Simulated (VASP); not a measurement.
# LiH (Pm-3m) in VASP: single point with PBE

Aim: the single point of LiH with PBE.

All numbers are computed with VASP 6.6.1; they aren't measurements. Logs are shortened: lines on timing, memory, paths and dates and some standing lists are left out, and cuts for length are marked.

## Step 1: The cell of the first run

Symmetry: Pm-3m, No. 221, cubic system. Conventional cell: a = 2.658 Å, b = 2.658 Å, c = 2.658 Å, α = 90.00°, β = 90.00°, γ = 90.00°. Within 3.0 Å of Li (site symmetry m-3m) lie 8 H at 2.30 Å and 6 Li at 2.66 Å. H (site symmetry m-3m) has 8 Li at 2.30 Å and 6 H at 2.66 Å within 3.0 Å.

## Step 2: Single point, PBE (Na replaced by Li, lengths x 0.884, strained)

The input, INCAR:

```
ALGO     = Normal         # electronic algorithm
EDIFF    = 1E-7           # SCF threshold, eV
ENCUT    = 520            # plane-wave cutoff, eV
GGA      = PE             # functional
ISIF     = 2              # what is computed and relaxed
ISMEAR   = 0              # smearing method
LASPH    = True           # aspherical terms in the spheres
LCHARG   = False          # write CHGCAR
LREAL    = False          # projectors in reciprocal space
LWAVE    = False          # write WAVECAR
NBANDS   = 9              # bands
NELM     = 60             # most SCF steps
PREC     = Accurate       # precision mode
SIGMA    = 0.02           # smearing width, eV
```

The input, KPOINTS:

```
k-points
0
Gamma
  10 10 10
```

The input, POSCAR:

```
LiH
1.0
    2.6582380524      0.0000000000      0.0000000000
    0.0000000000      2.6582380524      0.0000000000
    0.0000000000      0.0000000000      2.6582380524
Li H
1 1
Direct
    0.0000000000      0.0000000000      0.0000000000
    0.5000000000      0.5000000000      0.5000000000
```

Potentials or basis: VASP PAW PBE potentials, release 64 (Li_sv, H).

Command:

```console
cat potpaw_PBE.64/Li_sv/POTCAR potpaw_PBE.64/H/POTCAR > POTCAR
mpirun -np 1 vasp_std > vasp.out
```

OUTCAR:

```text
EDIFF = 1E-7
   ENCUT = 520
   GGA = PE
   ISIF = 2
   ISMEAR = 0
   LASPH = True
   LREAL = False
   NELM = 60
   PREC = Accurate

 ion  position               nearest neighbor table
   1  0.000  0.000  0.000-
   2  0.500  0.500  0.500-

  LATTYP: Found a simple cubic cell.
 ALAT       =     2.6582380524

  Lattice vectors:

 A1 = (   2.6582380524,   0.0000000000,   0.0000000000)
 A2 = (   0.0000000000,   2.6582380524,   0.0000000000)
 A3 = (   0.0000000000,   0.0000000000,   2.6582380524)

Analysis of symmetry for initial positions (statically):
=====================================================================
 Subroutine PRICEL returns:
 Original cell was already a primitive cell.

 Routine SETGRP: Setting up the symmetry group for a
 simple cubic supercell.

 Subroutine GETGRP returns: Found 48 space group operations
 (whereof 48 operations were pure point group operations)
 out of a pool of 48 trial point group operations.

The static configuration has the point symmetry O_h .

Analysis of symmetry for dynamics (positions and initial velocities):
=====================================================================
 Subroutine PRICEL returns:
 Original cell was already a primitive cell.

 Routine SETGRP: Setting up the symmetry group for a
 simple cubic supercell.

 Subroutine GETGRP returns: Found 48 space group operations
 (whereof 48 operations were pure point group operations)
 out of a pool of 48 trial point group operations.

The dynamic configuration has the point symmetry O_h .

 Subroutine INISYM returns: Found 48 space group operations
 (whereof 48 operations are pure point group operations),
 and found     1 'primitive' translations

----------------------------------------------------------------------------------------

                                     Primitive cell

  volume of cell :      18.7837

  direct lattice vectors                    reciprocal lattice vectors
     2.658238052  0.000000000  0.000000000     0.376189032  0.000000000  0.000000000
     0.000000000  2.658238052  0.000000000     0.000000000  0.376189032  0.000000000
     0.000000000  0.000000000  2.658238052     0.000000000  0.000000000  0.376189032

  length of vectors
     2.658238052  2.658238052  2.658238052     0.376189032  0.376189032  0.376189032

  position of ions in fractional coordinates (direct lattice)
     0.000000000  0.000000000  0.000000000
     0.500000000  0.500000000  0.500000000

  ion indices of the primitive-cell ions
   primitive index   ion index
                 1           1
                 2           2

----------------------------------------------------------------------------------------

 KPOINTS: k-points

Automatic generation of k-mesh.
 Grid dimensions read from file:
 generate k-points for:   10   10   10

 Generating k-lattice:

  Cartesian coordinates                     Fractional coordinates (reciprocal lattice)
     0.037618903  0.000000000  0.000000000     0.100000000  0.000000000  0.000000000
     0.000000000  0.037618903  0.000000000     0.000000000  0.100000000  0.000000000
     0.000000000  0.000000000  0.037618903     0.000000000  0.000000000  0.100000000

  Length of vectors
     0.037618903  0.037618903  0.037618903

  Shift w.r.t. Gamma in fractional coordinates (k-lattice)
     0.000000000  0.000000000  0.000000000

 Subroutine IBZKPT returns following result:
 ===========================================

 Found     56 irreducible k-points:

 Following reciprocal coordinates:
            Coordinates               Weight
  0.000000  0.000000  0.000000      1.000000
  0.100000  0.000000  0.000000      6.000000
  0.200000  0.000000  0.000000      6.000000
  0.300000  0.000000  0.000000      6.000000
  0.400000  0.000000  0.000000      6.000000
  0.500000  0.000000  0.000000      3.000000
[... 16 lines left out ...]
  0.200000  0.100000  0.100000     24.000000
  0.300000  0.100000  0.100000     24.000000
 [... further k-points ...]
   k-points           NKPTS =     56   k-points in BZ     NKDIM =     56   number of bands    NBANDS=      9
   number of dos      NEDOS =    301   number of ions     NIONS =      2
   total plane-waves  NPLWV =   8000
   dimension x,y,z NGX =    20 NGY =   20 NGZ =   20
   dimension x,y,z NGXF=    40 NGYF=   40 NGZF=   40
   ions per type =               1   1
   NGX,Y,Z   is equivalent  to a cutoff of  12.51, 12.51, 12.51 a.u.
   NGXF,Y,Z  is equivalent  to a cutoff of  25.02, 25.02, 25.02 a.u.
 SYSTEM =  unknown system
   PREC   = accura    normal or accurate (medium, high low for compatibility)
   ISTART =      0    job   : 0-new  1-cont  2-samecut
   ICHARG =      2    charge: 1-file 2-atom 10-const
   ISPIN  =      1    spin polarized calculation?
   LNONCOLLINEAR =      F non collinear calculations
   LSORBIT =      F    spin-orbit coupling
   LASPH  =      T    aspherical Exc in radial PAW
   ENCUT  =  520.0 eV  38.22 Ry    6.18 a.u.   4.94  4.94  4.94*2*pi/ulx,y,z
   NELM   =     60;   NELMIN=  2; NELMDL= -5     # of ELM steps
   EDIFF  = 0.1E-06   stopping-criterion for ELM
   LREAL  =      F    real-space projection
   EDIFFG = 0.1E-05   stopping-criterion for IOM
   NSW    =      0    number of steps for IOM
   IBRION =     -1    ionic relax: 0-MD 1-quasi-New 2-CG
   NFREE  =      0    steps in history (QN), initial steepest desc. (CG)
   ISIF   =      2    stress and relaxation
   ISYM   =      2    0-nonsym 1-usesym 2-fastsym
   POTIM  = 0.5000    time-step for ionic-motion
   TEBEG  =    0.0;   TEEND  =   0.0 temperature during run
   PSTRESS=    0.0 pullay stress
   NELECT =       4.0000    total number of electrons
   NUPDOWN=      -1.0000    fix difference up-down
   EMIN   =  10.00;   EMAX   =-10.00  energy-range for DOS
   EFERMI =   0.00;   METHOD = LEGACY
   ISMEAR =     0;   SIGMA  =   0.02  broadening in eV -4-tet -1-fermi 0-gaus
   EFERMI_NEDOS =   21; number of points for ismear=-14 and -15
   IALGO  =     38    algorithm
   IMIX   =      4    mixing-type and parameters
     AMIX     =   0.40;   BMIX     =  1.00
     AMIX_MAG =   1.60;   BMIX_MAG =  1.00
  volume/ion in A,a.u.               =       9.39        63.38
  Fermi-wavevector in a.u.,A,eV,Ry     =   0.977614  1.847423 13.003497  0.955730
  Thomas-Fermi vector in A             =   2.108326
   LORBIT       =      0    0 simple, 1 ext, 2 COOP (PROOUT), +10 PAW based schemes
   GGA     = PE    functional components
   LHFCALC =     F    Hartree Fock is set to
   AEXX    =    0.0000 exact exchange contribution
   IVDW    =     0    specifies the selected vdW correction
   LEPSILON=     F    determine dielectric tensor
   LRPA    =     F    only Hartree local field effects (RPA)
 non-spin polarized calculation
 Gauss-broadening in eV      SIGMA  =   0.02
  energy-cutoff  :      520.00
  volume of cell :       18.78
 maximum number of plane-waves:       518
 NGX is ok and might be reduce to    20
   NGX =  9   NGY =  9   NGZ =  9

 number of electron       3.9999987 magnetization

 Free energy of the ion-electron system (eV)
  ---------------------------------------------------
  ext. energy  EPLUGINS =         0.00000000
  ---------------------------------------------------
  free energy    TOTEN  =        -5.61048527 eV

  energy without entropy =       -5.61048527  energy(sigma->0) =       -5.61048527

 E-fermi :   2.3799     XC(G=0):  -8.0879

 val. band max:        2.2968707168   @ k =   0.5000   0.5000   0.5000
 cond. band min:       3.0856231032   @ k =   0.5000   0.0000   0.0000
 fundamental gap:      0.7887523863
 Fermi energy:         2.3799114362

 k-point     1 :       0.0000    0.0000    0.0000
  band No.  band energies     occupation
      1     -45.5486      2.00000
      2      -5.3775      2.00000
      3      12.9879      0.00000
      4      13.3066      0.00000
      5      13.3066      0.00000
      6      13.3066      0.00000
      7      16.2483      0.00000
      8      16.2483      0.00000
      9      30.6746      0.00000

 k-point     2 :       0.1000    0.0000    0.0000
  band No.  band energies     occupation
      1     -45.5460      2.00000
      2      -5.2356      2.00000
      3      10.7530      0.00000
      4      13.3030      0.00000
      5      13.5044      0.00000
      6      13.5044      0.00000
      7      16.4596      0.00000
      8      18.7977      0.00000
      9      29.3798      0.00000

 k-point     3 :       0.2000    0.0000    0.0000
  band No.  band energies     occupation
      1     -45.5389      2.00000
      2      -4.8246      2.00000
      3       7.9185      0.00000
      4      13.0689      0.00000
      5      14.0915      0.00000
      6      14.0915      0.00000
      7      17.0924      0.00000
      8      22.7521      0.00000
      9      26.6771      0.00000

 k-point     4 :       0.3000    0.0000    0.0000
  band No.  band energies     occupation
      1     -45.5304      2.00000
      2      -4.2065      2.00000
      3       5.5045      0.00000
      4      12.7708      0.00000
      5      15.0395      0.00000
      6      15.0395      0.00000
      7      18.1426      0.00000
      8      23.9080      0.00000
      9      23.9080      0.00000
[... 205 lines left out ...]
 k-point    22 :       0.1000    0.1000    0.1000
  band No.  band energies     occupation
      1     -45.5406      2.00000
      2      -4.9447      2.00000
      3      10.9392      0.00000
      4      10.9392      0.00000
      5      11.0437      0.00000
      6      15.4955      0.00000
      7      19.8326      0.00000
      8      19.8326      0.00000
      9      27.5882      0.00000

 k-point    23 :       0.2000    0.1000    0.1000
  band No.  band energies     occupation
      1     -45.5338      2.00000
      2      -4.5207      2.00000
      3       8.1276      0.00000
      4      11.0863      0.00000
      5      11.5464      0.00000
      6      15.9980      0.00000
      7      20.4142      0.00000
      8      23.3370      0.00000
      9      24.3854      0.00000

 k-point    24 :       0.3000    0.1000    0.1000
  band No.  band energies     occupation
      1     -45.5253      2.00000
      2      -3.8801      2.00000
      3       5.7110      0.00000
      4      11.1330      0.00000
      5      12.5391      0.00000
      6      16.4266      0.00000
      7      20.8609      0.00000
      8      21.9615      0.00000
      9      24.4654      0.00000

 [... further k-points ...]
[... 5 lines left out ...]
  --------------------------------------------------------------------------------------
  -------------------------------------------------------------------------------------
  Total       -0.5632016     -0.5632016     -0.5632016      0.0000000     -0.0000000      0.0000000
  in kB      -48.0388805    -48.0388805    -48.0388805      0.0000000     -0.0000000      0.0000000
  external PRESSURE =     -48.0388805 kB  Pullay stress =       0.0000000 kB

 VOLUME and BASIS-vectors are now :
 -----------------------------------------------------------------------------
  energy-cutoff  :      520.00
  volume of cell :       18.78
      direct lattice vectors                 reciprocal lattice vectors
     2.658238052  0.000000000  0.000000000     0.376189032  0.000000000  0.000000000
     0.000000000  2.658238052  0.000000000     0.000000000  0.376189032  0.000000000
     0.000000000  0.000000000  2.658238052     0.000000000  0.000000000  0.376189032

 POSITION                                       TOTAL-FORCE (eV/Angst)
 -----------------------------------------------------------------------------------
      0.00000      0.00000      0.00000         0.000000      0.000000      0.000000
      1.32912      1.32912      1.32912         0.000000      0.000000      0.000000
 -----------------------------------------------------------------------------------
    total drift:                               -0.000000      0.000000     -0.000000

  FREE ENERGIE OF THE ION-ELECTRON SYSTEM (eV)
  ---------------------------------------------------
  free  energy   TOTEN  =        -5.6104852653 eV

  energy  without entropy=       -5.6104852653  energy(sigma->0) =       -5.61048527
```

Run time: 6 s. Hardware: 1 thread of AMD EPYC 7R43 (Zen 3), shared host; peak memory 0.08 GiB.

What came out:

- Free energy: -5.6105 eV
- Band gap on the k mesh: 0.79 eV, indirect (least direct gap 4.07 eV)

Caveat: the cell differs from its parent crystal (Na replaced by Li, lengths x 0.884, strained); the cutoff is under 1.25 times the usual one of these potentials, so pressure, stress and relaxed cells hold a basis-set (Pulay) error.
